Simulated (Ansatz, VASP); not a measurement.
One calculation of Ga3AsP2, two programs

```
Ga P As
1.0
     3.93589    0.00000    0.00000
    -1.96794    3.40858    0.00000
     0.00000    0.00000   19.46994
Ga P As
6 4 2
Direct
  0.33333 0.66667 0.32996
  0.33333 0.66667 0.66665
  0.33333 0.66667 0.00347
  0.66667 0.33333 0.16665
  0.66667 0.33333 0.50347
  0.66667 0.33333 0.82996
  0.33333 0.66667 0.12631
  0.33333 0.66667 0.78988
  0.66667 0.33333 0.28988
  0.66667 0.33333 0.62631
  0.33333 0.66667 0.45773
  0.66667 0.33333 0.95773
```

Alike in both runs: functional PBE; k mesh 12 × 12 × 2; occupations gaussian, width 0.02 eV; no spin polarisation.

Ansatz relaxed the structure, and its values are those at the end. VASP's run is a single point on that final structure, the one shown.

```csv
,VASP,Ansatz
version,VASP 6.6.1,Ansatz 0.2.0
potentials or method,"VASP PAW PBE potentials, release 64 (Ga_d, P, As), cutoff 520 eV","scalar-relativistic, plane waves, PAW"
valence electrons in the cell,108,128
```

```csv
,VASP,Ansatz,Ansatz less VASP
gap on the k mesh at the Fermi level (eV),0.89,0.90,+0.005
least direct gap on the mesh (eV),0.89,0.90,+0.005
pressure (GPa),0.1,0.0,-0.04
rms of the force components (eV/Å),0.004,0.001,-0.0034
```

With one functional, cell and mesh, what is left measures potentials, basis and numerics. VASP's potentials hold 108 valence electrons a cell and Ansatz's 128, so a difference there can come from the potentials and not from the codes.
